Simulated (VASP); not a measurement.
# Na3BPd (Pmm2) in VASP: single point with PBE

Aim: the single point of Na3BPd with PBE.

All numbers are computed with VASP 6.6.1; they aren't measurements. Logs are shortened: lines on timing, memory, paths and dates and some standing lists are left out, and cuts for length are marked.

## (1) The cell of the first run

Symmetry: Pmm2, No. 25, orthorhombic system. The conventional cell has a = 4.754 Å, b = 6.173 Å, c = 4.020 Å, α = 90.00°, β = 90.00°, γ = 90.00°. Within 4.1 Å of Na (site symmetry mm2) lie 2 Pd at 3.09 Å and 10 Na at 3.56 to 4.02 Å and 4 B at 3.64 to 3.73 Å. Within 3.6 Å of Na (site symmetry m) lie 6 Na at 2.71 to 3.56 Å and 2 B at 2.74 Å and 4 Pd at 3.35 to 3.44 Å. Within 2.8 Å of B (site symmetry mm2) lie 2 Pd at 2.01 Å and 4 Na at 2.74 Å. Pd (site symmetry mm2) has 2 B at 2.01 Å within 2.7 Å.

The cell was built from a structure type or drawn by symmetry, and may not be a known phase.

## (2) Single point, PBE, collinear spin

Input file INCAR:

```
ALGO = Normal ; EDIFF = 1E-6
ENCUT = 520 ; GGA = PE
ISIF = 2 ; ISMEAR = 0
ISPIN = 2 ; LASPH = T
LCHARG = F ; LMAXMIX = 4
LORBIT = 11 ; LREAL = F
LWAVE = F ; MAGMOM = 0 0 0 0 1
NBANDS = 29 ; NELM = 150
PREC = Accurate ; SIGMA = 0.1
```

Input file KPOINTS:

```
k-points
0
Gamma
  4 4 4
```

Input file POSCAR:

```
Na3BPd
1.0
    4.7542264389      0.0000000000      0.0000000000
    0.0000000000      6.1733814104      0.0000000000
    0.0000000000      0.0000000000      4.0200337934
Na B Pd
3 1 1
Direct
    0.5000000000      0.0000000000      0.7766997094
    0.0000000000      0.2802759879      0.2760476818
    0.0000000000      0.7197240121      0.2760476818
    0.5000000000      0.5000000000      0.2956556773
    0.5000000000      0.5000000000      0.7951787398
```

Potentials or basis: VASP PAW PBE potentials, release 64 (Na_pv, B, Pd).

On the command line:

```sh
$ cat potpaw_PBE.64/Na_pv/POTCAR potpaw_PBE.64/B/POTCAR potpaw_PBE.64/Pd/POTCAR > POTCAR
$ mpirun -np 1 vasp_std > vasp.out
```

OUTCAR:

```text
EDIFF = 1E-6
   ENCUT = 520
   GGA = PE
   ISIF = 2
   ISMEAR = 0
   ISPIN = 2
   LASPH = T
   LORBIT = 11
   LREAL = F
   NELM = 150
   PREC = Accurate

 ion  position               nearest neighbor table
   1  0.500  0.000  0.777-   5 3.09   5 3.09
   2  0.000  0.280  0.276-   3 2.71
   3  0.000  0.720  0.276-   2 2.71
   4  0.500  0.500  0.296-   5 2.01   5 2.01
   5  0.500  0.500  0.795-   4 2.01   4 2.01   1 3.09   1 3.09

  LATTYP: Found a simple orthorhombic cell.
 ALAT       =     4.0200337934
 B/A-ratio  =     1.1826334512
 C/A-ratio  =     1.5356541083

  Lattice vectors:

 A1 = (   0.0000000000,   0.0000000000,   4.0200337934)
 A2 = (   4.7542264389,   0.0000000000,   0.0000000000)
 A3 = (   0.0000000000,   6.1733814104,   0.0000000000)

Analysis of symmetry for initial positions (statically):
=====================================================================
 Subroutine PRICEL returns:
 Original cell was already a primitive cell.

 Routine SETGRP: Setting up the symmetry group for a
 simple orthorhombic supercell.

 Subroutine GETGRP returns: Found  4 space group operations
 (whereof  4 operations were pure point group operations)
 out of a pool of  8 trial point group operations.

The static configuration has the point symmetry C_2v.

Analysis of symmetry for dynamics (positions and initial velocities):
=====================================================================
 Subroutine PRICEL returns:
 Original cell was already a primitive cell.

 Routine SETGRP: Setting up the symmetry group for a
 simple orthorhombic supercell.

 Subroutine GETGRP returns: Found  4 space group operations
 (whereof  4 operations were pure point group operations)
 out of a pool of  8 trial point group operations.

The dynamic configuration has the point symmetry C_2v.

Analysis of structural, dynamic, and magnetic symmetry:
=====================================================================
 Subroutine PRICEL returns:
 Original cell was already a primitive cell.

 Routine SETGRP: Setting up the symmetry group for a
 simple orthorhombic supercell.

 Subroutine GETGRP returns: Found  4 space group operations
 (whereof  4 operations were pure point group operations)
 out of a pool of  8 trial point group operations.

[... 133 lines left out ...]
   AEXX    =    0.0000 exact exchange contribution
   IVDW    =     0    specifies the selected vdW correction
   LEPSILON=     F    determine dielectric tensor
   LRPA    =     F    only Hartree local field effects (RPA)
 spin polarized calculation
 Gauss-broadening in eV      SIGMA  =   0.10
  energy-cutoff  :      520.00
  volume of cell :      117.99
 maximum number of plane-waves:      3205
 NGX is ok and might be reduce to    36
   NGX = 17   NGY = 23   NGZ = 15

 number of electron      34.0000039 magnetization       0.1131286

 number of electron      34.0000039 magnetization      -0.0173257

 Free energy of the ion-electron system (eV)
  ---------------------------------------------------
  ext. energy  EPLUGINS =         0.00000000
  ---------------------------------------------------
  free energy    TOTEN  =       -14.87760389 eV

  energy without entropy =      -14.86332059  energy(sigma->0) =      -14.87046224

 E-fermi :   2.0263     XC(G=0):  -8.0220

 val. band max:        2.0234441084   @ k =   0.5000   0.2500   0.0000
 cond. band min:       2.0550307351   @ k =   0.5000   0.2500   0.0000
 fundamental gap:      0.0315866267
 Fermi energy:         2.0262583027

 spin component 1

 k-point     1 :       0.0000    0.0000    0.0000
  band No.  band energies     occupation
      1     -22.7216      1.00000
      2     -22.7138      1.00000
      3     -22.7096      1.00000
      4     -22.6206      1.00000
      5     -22.5364      1.00000
      6     -22.5274      1.00000
[... 757 lines left out ...]
     28      10.5306      0.00000
     29      13.3329      0.00000

 [... further k-points ...]

 spin component 2

 k-point     1 :       0.0000    0.0000    0.0000
  band No.  band energies     occupation
      1     -22.7224      1.00000
      2     -22.7149      1.00000
      3     -22.7100      1.00000
      4     -22.6207      1.00000
      5     -22.5368      1.00000
      6     -22.5284      1.00000
[... 757 lines left out ...]
     28      10.5262      0.00000
     29      13.3311      0.00000

 [... further k-points ...]

------------------------ aborting loop because EDIFF is reached ----------------------------------------

  FORCE on cell =-STRESS in cart. coord.  units (eV):
  Direction    XX          YY          ZZ          XY          YZ          ZX
  --------------------------------------------------------------------------------------
  -------------------------------------------------------------------------------------
  Total        0.4282932      0.1173219     -0.7680165      0.0000000      0.0000000      0.0000000
  in kB        5.8159293      1.5931516    -10.4291390      0.0000000      0.0000000      0.0000000
  external PRESSURE =      -1.0066861 kB  Pullay stress =       0.0000000 kB

 VOLUME and BASIS-vectors are now :
 -----------------------------------------------------------------------------
  energy-cutoff  :      520.00
  volume of cell :      117.99
      direct lattice vectors                 reciprocal lattice vectors
     4.754226439  0.000000000  0.000000000     0.210339161  0.000000000  0.000000000
     0.000000000  6.173381410  0.000000000     0.000000000  0.161985780  0.000000000
     0.000000000  0.000000000  4.020033793     0.000000000  0.000000000  0.248754128

 POSITION                                       TOTAL-FORCE (eV/Angst)
 -----------------------------------------------------------------------------------
      2.37711      0.00000      3.12236         0.000000      0.000000     -0.004479
      0.00000      1.73025      1.10972        -0.000000     -0.018268      0.002905
      0.00000      4.44313      1.10972        -0.000000      0.018268      0.002905
      2.37711      3.08669      1.18855         0.000000      0.000000     -0.009478
      2.37711      3.08669      3.19665         0.000000      0.000000      0.008147
 -----------------------------------------------------------------------------------
    total drift:                                0.000000      0.000000     -0.002074

  FREE ENERGIE OF THE ION-ELECTRON SYSTEM (eV)
  ---------------------------------------------------
  free  energy   TOTEN  =       -14.8776038912 eV

  energy  without entropy=      -14.8633205904  energy(sigma->0) =      -14.87046224

 total charge

# of ion       s       p       d       tot
------------------------------------------
    1        0.093   5.970   0.000   6.063
    2        0.085   5.980   0.000   6.065
    3        0.085   5.980   0.000   6.065
    4        0.801   0.863   0.000   1.663
    5        0.649   0.471   8.499   9.619
--------------------------------------------------
tot          1.712  19.264   8.499  29.475

 magnetization (x)

# of ion       s       p       d       tot
------------------------------------------
    1       -0.000  -0.000   0.000  -0.000
    2       -0.000  -0.000   0.000  -0.001
    3       -0.000  -0.000   0.000  -0.001
    4       -0.000  -0.000   0.000  -0.000
    5       -0.000   0.000  -0.001  -0.001
--------------------------------------------------
tot         -0.001  -0.001  -0.001  -0.003
```

stdout:

```text
POSCAR found type information on POSCAR NaB Pd
 POSCAR found :  3 types and       5 ions
 scaLAPACK will be used
 LDA part: xc-table for (Slater+PW92), standard interpolation
 POSCAR, INCAR and KPOINTS ok, starting setup
 FFT: planning ... GRIDC
 FFT: planning ... GRID_SOFT
 FFT: planning ... GRID
 WAVECAR not read
 entering main loop
```

It took 90 s on 1 thread of Intel Xeon Platinum 8488C (Sapphire Rapids), shared host; peak memory 0.34 GiB.

Results:

- Free energy: -14.8776 eV
- Pressure: -0.1 GPa
- Largest force: 0.018 eV/Å
- Band gap on the k mesh: zero (filled and empty bands overlap)
- Net moment: -0.02 μB per cell
- Valence electrons inside the program's atomic spheres: Na 6.06, 6.07 (each value once); B 1.66; Pd 9.62

Forces on the atoms (eV/Å):
```
Na   0.000  0.000 -0.004
Na   0.000 -0.018  0.003
Na   0.000  0.018  0.003
B    0.000  0.000 -0.009
Pd   0.000  0.000  0.008
```

Levels at points of the mesh, in eV from the Fermi level:
Spin up:
```
           k point  band 14  band 15  band 16  band 17  band 18  band 19  band 20  band 21
(0.00, 0.00, 0.00)    -2.60    -2.40    -1.35    -0.49    -0.36     0.46     3.54     4.13
(0.50, 0.00, 0.00)    -2.59    -2.54    -2.19    -0.86     0.47     0.57     1.36     3.38
(0.00, 0.50, 0.00)    -2.94    -2.51    -2.41    -0.44     0.48     1.05     3.46     4.06
(0.50, 0.50, 0.00)    -2.55    -2.18    -2.16    -1.84    -0.37     0.59     2.67     3.63
(0.00, 0.00, 0.50)    -2.49    -2.38    -2.35     0.57     2.01     2.02     2.17     2.49
(0.50, 0.00, 0.50)    -2.44    -2.43    -1.33     0.32     0.86     2.17     2.32     2.77
(0.00, 0.50, 0.50)    -2.47    -2.36    -1.97    -0.16     0.09     2.54     3.49     4.65
(0.50, 0.50, 0.50)    -2.47    -2.35    -1.12     1.14     1.20     1.47     1.56     1.60
```
Spin down:
```
           k point  band 13  band 14  band 15  band 16  band 17  band 18  band 19  band 20  band 21  band 22
(0.00, 0.00, 0.00)    -2.95    -2.61    -2.40    -1.34    -0.50    -0.39     0.46     3.54     4.13     4.34
(0.50, 0.00, 0.00)    -2.87    -2.60    -2.54    -2.19    -0.85     0.43     0.57     1.35     3.37     4.63
(0.00, 0.50, 0.00)    -2.95    -2.95    -2.51    -2.41    -0.44     0.48     1.03     3.45     4.04     5.09
(0.50, 0.50, 0.00)    -2.67    -2.55    -2.18    -2.16    -1.84    -0.41     0.59     2.67     3.62     5.59
(0.00, 0.00, 0.50)    -3.98    -2.49    -2.39    -2.36     0.54     1.99     2.01     2.17     2.49     4.31
(0.50, 0.00, 0.50)    -3.99    -2.44    -2.43    -1.33     0.31     0.84     2.16     2.32     2.75     3.24
(0.00, 0.50, 0.50)    -3.97    -2.47    -2.36    -1.97    -0.18     0.07     2.54     3.48     4.65     4.82
(0.50, 0.50, 0.50)    -4.03    -2.48    -2.35    -1.12     1.14     1.20     1.47     1.52     1.60     1.63
```

Caveat: the k points lie up to 0.39 Å⁻¹ apart, too coarse for converged energies and pressures of a metal.
